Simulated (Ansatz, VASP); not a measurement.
# GeN: VASP beside Ansatz

```
Ge N
1.0
     1.54757   -3.82891    2.57040
     1.54757   -3.82891   -2.57040
     6.19027    0.00000    0.00000
Ge N
4 4
Direct
  0.94149 0.72922 0.33232
  0.94149 0.72922 0.83232
  0.27078 0.05851 0.16768
  0.27078 0.05851 0.66768
  0.51401 0.98885 0.37429
  0.51401 0.98885 0.87429
  0.01115 0.48599 0.12571
  0.01115 0.48599 0.62571
```

Alike in both runs: task single point; functional PBE; k mesh 4 × 4 × 2; occupations gaussian, width 0.1 eV; no spin polarisation.

|  | VASP | Ansatz |
| --- | --- | --- |
| version | VASP 6.6.1 | Ansatz 0.2.0 |
| potentials or method | VASP PAW PBE potentials, release 64 (Ge_d, N), cutoff 520 eV | scalar-relativistic, plane waves, PAW |
| valence electrons in the cell | 76 | 76 |

```tsv
	VASP	Ansatz	Ansatz less VASP
gap on the k mesh at the Fermi level (eV)	0.67	0.66	-0.009
least direct gap on the mesh (eV)	0.67	0.66	-0.009
pressure (GPa)	-0.4	0.0	+0.34
traceless stress, the component that is largest in VASP (GPa)	-0.32	-0.27	+0.048
rms of the force components (eV/Å)	0.015	0.003	-0.0122
```

Atom by atom the forces differ by 0.012 eV/Å (rms over components).

The k mesh is coarse, so the values compare programs but aren't converged.
